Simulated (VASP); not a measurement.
# Bi (Fm-3m) in VASP: further runs

Runs on Bi. Level: PBE. Tasks: single point.

Everything below comes from runs of VASP 6.6.1. Logs are shortened: lines on timing, memory, paths and dates and some standing lists are left out, and cuts for length are marked.

### 1 The cell of the first run

The structure is cubic, space group Fm-3m (No. 225). The conventional cell has a = 3.708 Å, b = 3.708 Å, c = 3.708 Å, α = 90.00°, β = 90.00°, γ = 90.00°. Within 3.5 Å of Bi (site symmetry m-3m) lie 12 Bi at 2.62 Å.

### 2 Single point, PBE (volume scaled by 0.4)

Input file INCAR:

```
SYSTEM = Bi
ALGO = Normal
EDIFF = 1E-7
ENCUT = 520
GGA = PE
ISIF = 2
ISMEAR = -1
LASPH = .TRUE.
LCHARG = .TRUE.
LELF = .TRUE.
LREAL = .FALSE.
LVHAR = .TRUE.
LWAVE = .FALSE.
NBANDS = 14
NELM = 100
PREC = Accurate
SIGMA = 0.05
```

Input file KPOINTS:

```
k-points
0
G
  14 14 14
  0 0 0
```

Input file POSCAR:

```
Bi
1.0
    0.0000000000      1.8539334194      1.8539334194
    1.8539334194      0.0000000000      1.8539334194
    1.8539334194      1.8539334194      0.0000000000
Bi
1
Direct
    0.0000000000      0.0000000000      0.0000000000
```

Potentials or basis: VASP PAW PBE potentials, release 64 (Bi_d).

Command:

```bash
$ cat potpaw_PBE.64/Bi_d/POTCAR > POTCAR
$ mpirun -np 1 vasp_std > vasp.out
```

OUTCAR:

```text
SYSTEM = Bi
   EDIFF = 1E-7
   ENCUT = 520
   GGA = PE
   ISIF = 2
   ISMEAR = -1
   LASPH = .TRUE.
   LREAL = .FALSE.
   NELM = 100
   PREC = Accurate

 ion  position               nearest neighbor table
   1  0.000  0.000  0.000-

  LATTYP: Found a face centered cubic cell.
 ALAT       =     3.7078668388

  Lattice vectors:

 A1 = (   0.0000000000,   1.8539334194,   1.8539334194)
 A2 = (   1.8539334194,   0.0000000000,   1.8539334194)
 A3 = (   1.8539334194,   1.8539334194,   0.0000000000)

Analysis of symmetry for initial positions (statically):
=====================================================================
 Subroutine PRICEL returns:
 Original cell was already a primitive cell.

 Routine SETGRP: Setting up the symmetry group for a
 face centered cubic supercell.

 Subroutine GETGRP returns: Found 48 space group operations
[... 9 lines left out ...]

 Routine SETGRP: Setting up the symmetry group for a
 face centered cubic supercell.

 Subroutine GETGRP returns: Found 48 space group operations
[... 11 lines left out ...]
                                     Primitive cell

  volume of cell :      12.7442

  direct lattice vectors                    reciprocal lattice vectors
     0.000000000  1.853933419  1.853933419    -0.269696848  0.269696848  0.269696848
     1.853933419  0.000000000  1.853933419     0.269696848 -0.269696848  0.269696848
     1.853933419  1.853933419  0.000000000     0.269696848  0.269696848 -0.269696848

  length of vectors
     2.621857785  2.621857785  2.621857785     0.467128644  0.467128644  0.467128644

  position of ions in fractional coordinates (direct lattice)
     0.000000000  0.000000000  0.000000000

  ion indices of the primitive-cell ions
   primitive index   ion index
                 1           1

----------------------------------------------------------------------------------------

 KPOINTS: k-points

Automatic generation of k-mesh.
 Grid dimensions read from file:
 generate k-points for:   14   14   14

 Generating k-lattice:

  Cartesian coordinates                     Fractional coordinates (reciprocal lattice)
    -0.019264061  0.019264061  0.019264061     0.071428571  0.000000000  0.000000000
     0.019264061 -0.019264061  0.019264061     0.000000000  0.071428571  0.000000000
     0.019264061  0.019264061 -0.019264061     0.000000000  0.000000000  0.071428571

  Length of vectors
     0.033366332  0.033366332  0.033366332

  Shift w.r.t. Gamma in fractional coordinates (k-lattice)
     0.000000000  0.000000000  0.000000000

 Subroutine IBZKPT returns following result:
 ===========================================

 Found    104 irreducible k-points:

 Following reciprocal coordinates:
            Coordinates               Weight
  0.000000  0.000000  0.000000      1.000000
  0.071429  0.000000  0.000000      8.000000
  0.142857  0.000000  0.000000      8.000000
  0.214286  0.000000  0.000000      8.000000
  0.285714  0.000000  0.000000      8.000000
  0.357143  0.000000  0.000000      8.000000
[... 16 lines left out ...]
  0.214286  0.142857  0.000000     24.000000
  0.285714  0.142857  0.000000     24.000000
 [... further k-points ...]
   k-points           NKPTS =    104   k-points in BZ     NKDIM =    104   number of bands    NBANDS=     14
   number of dos      NEDOS =    301   number of ions     NIONS =      1
   total plane-waves  NPLWV =   8000
   dimension x,y,z NGX =    20 NGY =   20 NGZ =   20
   dimension x,y,z NGXF=    40 NGYF=   40 NGZF=   40
   ions per type =               1
   NGX,Y,Z   is equivalent  to a cutoff of  12.68, 12.68, 12.68 a.u.
   NGXF,Y,Z  is equivalent  to a cutoff of  25.36, 25.36, 25.36 a.u.
 SYSTEM =  Bi
   PREC   = accura    normal or accurate (medium, high low for compatibility)
   ISTART =      0    job   : 0-new  1-cont  2-samecut
   ICHARG =      2    charge: 1-file 2-atom 10-const
   ISPIN  =      1    spin polarized calculation?
   LNONCOLLINEAR =      F non collinear calculations
   LSORBIT =      F    spin-orbit coupling
   LASPH  =      T    aspherical Exc in radial PAW
   ENCUT  =  520.0 eV  38.22 Ry    6.18 a.u.   4.87  4.87  4.87*2*pi/ulx,y,z
   NELM   =    100;   NELMIN=  2; NELMDL= -5     # of ELM steps
   EDIFF  = 0.1E-06   stopping-criterion for ELM
   LREAL  =      F    real-space projection
   EDIFFG = 0.1E-05   stopping-criterion for IOM
   NSW    =      0    number of steps for IOM
   IBRION =     -1    ionic relax: 0-MD 1-quasi-New 2-CG
   NFREE  =      0    steps in history (QN), initial steepest desc. (CG)
   ISIF   =      2    stress and relaxation
   ISYM   =      2    0-nonsym 1-usesym 2-fastsym
   POTIM  = 0.5000    time-step for ionic-motion
   TEBEG  =    0.0;   TEEND  =   0.0 temperature during run
   PSTRESS=    0.0 pullay stress
   NELECT =      15.0000    total number of electrons
   NUPDOWN=      -1.0000    fix difference up-down
   EMIN   =  10.00;   EMAX   =-10.00  energy-range for DOS
   EFERMI =   0.00;   METHOD = LEGACY
   ISMEAR =    -1;   SIGMA  =   0.05  broadening in eV -4-tet -1-fermi 0-gaus
   EFERMI_NEDOS =   21; number of points for ismear=-14 and -15
   IALGO  =     38    algorithm
   IMIX   =      4    mixing-type and parameters
     AMIX     =   0.40;   BMIX     =  1.00
     AMIX_MAG =   1.60;   BMIX_MAG =  1.00
  volume/ion in A,a.u.               =      12.74        86.00
  Fermi-wavevector in a.u.,A,eV,Ry     =   1.728494  3.266379 40.649994  2.987690
  Thomas-Fermi vector in A             =   2.803418
   LORBIT       =      0    0 simple, 1 ext, 2 COOP (PROOUT), +10 PAW based schemes
   GGA     = PE    functional components
   LHFCALC =     F    Hartree Fock is set to
   AEXX    =    0.0000 exact exchange contribution
   IVDW    =     0    specifies the selected vdW correction
   LEPSILON=     F    determine dielectric tensor
   LRPA    =     F    only Hartree local field effects (RPA)
 non-spin polarized calculation
  energy-cutoff  :      520.00
  volume of cell :       12.74
 maximum number of plane-waves:       351
   NGX =  9   NGY =  9   NGZ =  9

 number of electron      15.0000006 magnetization

 Free energy of the ion-electron system (eV)
  ---------------------------------------------------
  ext. energy  EPLUGINS =         0.00000000
  ---------------------------------------------------
  free energy    TOTEN  =         6.30353111 eV

  energy without entropy =        6.30786756  energy(sigma->0) =        6.30569933

 E-fermi :  25.6135     XC(G=0): -15.3462

 val. band max:       25.5820340725   @ k =   0.5000   0.3571   0.0714
 cond. band min:      25.6440458925   @ k =  -0.4286   0.4286   0.0000
 fundamental gap:      0.0620118200
 Fermi energy:        25.6134608580

 k-point     1 :       0.0000    0.0000    0.0000
  band No.  band energies     occupation
      1      -0.7026      2.00000
      2      -0.7026      2.00000
      3      -0.7026      2.00000
      4       0.3682      2.00000
      5       0.3682      2.00000
      6       0.8353      2.00000
      7      30.8337      0.00000
      8      35.3981      0.00000
      9      35.3981      0.00000
     10      35.3981      0.00000
     11      43.0949      0.00000
     12      44.0720      0.00000
     13      44.0720      0.00000
     14      44.0720      0.00000

 k-point     2 :       0.0714    0.0000    0.0000
  band No.  band energies     occupation
      1      -0.7275      2.00000
      2      -0.6547      2.00000
      3      -0.6547      2.00000
      4       0.3573      2.00000
      5       0.3573      2.00000
      6       1.0535      2.00000
      7      30.9206      0.00000
      8      34.0664      0.00000
      9      35.5448      0.00000
     10      35.5448      0.00000
     11      42.1976      0.00000
     12      43.3025      0.00000
     13      43.3025      0.00000
     14      44.5566      0.00000

 k-point     3 :       0.1429    0.0000    0.0000
  band No.  band energies     occupation
      1      -0.8309      2.00000
      2      -0.5429      2.00000
      3      -0.5429      2.00000
      4       0.3539      2.00000
      5       0.3539      2.00000
      6       1.7481      2.00000
      7      30.1101      0.00000
      8      32.2313      0.00000
      9      35.8898      0.00000
     10      35.8898      0.00000
     11      40.0394      0.00000
     12      41.6432      0.00000
     13      41.6432      0.00000
     14      47.2269      0.00000

 k-point     4 :       0.2143    0.0000    0.0000
  band No.  band energies     occupation
      1      -1.0152      2.00000
      2      -0.4633      2.00000
      3      -0.4633      2.00000
      4       0.4431      2.00000
      5       0.4431      2.00000
      6       2.9480      2.00000
      7      26.8151      0.00000
      8      32.1115      0.00000
      9      36.0244      0.00000
     10      36.0244      0.00000
     11      38.9967      0.00000
     12      40.1703      0.00000
     13      40.1703      0.00000
     14      47.8056      0.00000

 k-point     5 :       0.2857    0.0000    0.0000
  band No.  band energies     occupation
      1      -1.2322      2.00000
      2      -0.4846      2.00000
      3      -0.4846      2.00000
      4       0.6694      2.00000
      5       0.6694      2.00000
      6       4.6363      2.00000
      7      23.0217      2.00000
      8      31.7739      0.00000
      9      35.2890      0.00000
     10      35.2890      0.00000
     11      39.4373      0.00000
[... 276 lines left out ...]
 k-point    22 :       0.1429    0.1429    0.0000
  band No.  band energies     occupation
      1      -0.9700      2.00000
      2      -0.3543      2.00000
      3      -0.3543      2.00000
      4      -0.0050      2.00000
      5       0.5203      2.00000
      6       2.0611      2.00000
      7      31.4369      0.00000
      8      33.3654      0.00000
      9      33.3654      0.00000
     10      33.4268      0.00000
     11      39.2601      0.00000
     12      41.9014      0.00000
     13      41.9014      0.00000
     14      45.2561      0.00000

 k-point    23 :       0.2143    0.1429    0.0000
  band No.  band energies     occupation
      1      -1.0741      2.00000
      2      -0.2490      2.00000
      3      -0.1986      2.00000
      4      -0.1433      2.00000
      5       0.6166      2.00000
      6       2.9377      2.00000
      7      29.7779      0.00000
      8      32.0738      0.00000
      9      32.3726      0.00000
     10      34.5171      0.00000
     11      37.0379      0.00000
     12      41.9365      0.00000
     13      42.0769      0.00000
     14      45.4115      0.00000

 k-point    24 :       0.2857    0.1429    0.0000
  band No.  band energies     occupation
      1      -1.1622      2.00000
      2      -0.3664      2.00000
      3      -0.1349      2.00000
      4      -0.0484      2.00000
      5       0.8028      2.00000
      6       4.3230      2.00000
      7      26.0741      0.00020
      8      31.5363      0.00000
      9      32.0055      0.00000
     10      33.8373      0.00000
     11      37.6721      0.00000
     12      41.8662      0.00000
     13      42.2518      0.00000
     14      45.0966      0.00000

 [... further k-points ...]
[... 5 lines left out ...]
  --------------------------------------------------------------------------------------
  -------------------------------------------------------------------------------------
  Total       31.8509719     31.8509719     31.8509719      0.0000000     -0.0000000     -0.0000000
  in kB     4004.2471639   4004.2471639   4004.2471639      0.0000000     -0.0000000     -0.0000000
  external PRESSURE =    4004.2471639 kB  Pullay stress =       0.0000000 kB

 VOLUME and BASIS-vectors are now :
 -----------------------------------------------------------------------------
  energy-cutoff  :      520.00
  volume of cell :       12.74
      direct lattice vectors                 reciprocal lattice vectors
     0.000000000  1.853933419  1.853933419    -0.269696848  0.269696848  0.269696848
     1.853933419  0.000000000  1.853933419     0.269696848 -0.269696848  0.269696848
     1.853933419  1.853933419  0.000000000     0.269696848  0.269696848 -0.269696848

 POSITION                                       TOTAL-FORCE (eV/Angst)
 -----------------------------------------------------------------------------------
      0.00000      0.00000      0.00000         0.000000      0.000000      0.000000
 -----------------------------------------------------------------------------------
    total drift:                                0.000000      0.000000      0.000000

  FREE ENERGIE OF THE ION-ELECTRON SYSTEM (eV)
  ---------------------------------------------------
  free  energy   TOTEN  =         6.3035311094 eV

  energy  without entropy=        6.3078675587  energy(sigma->0) =        6.30569933
```

It took 30 s on 1 thread of Intel Xeon Platinum 8375C at 2.90GHz (Ice Lake), shared host; peak memory 0.13 GiB.

What came out:

```yaml
Free_energy: 6.3035 eV
Pressure: 400.4 GPa
```

Caveat: spin-orbit coupling is left out, which moves the levels of the heavy elements.

(Continued in part 2 of 3.)
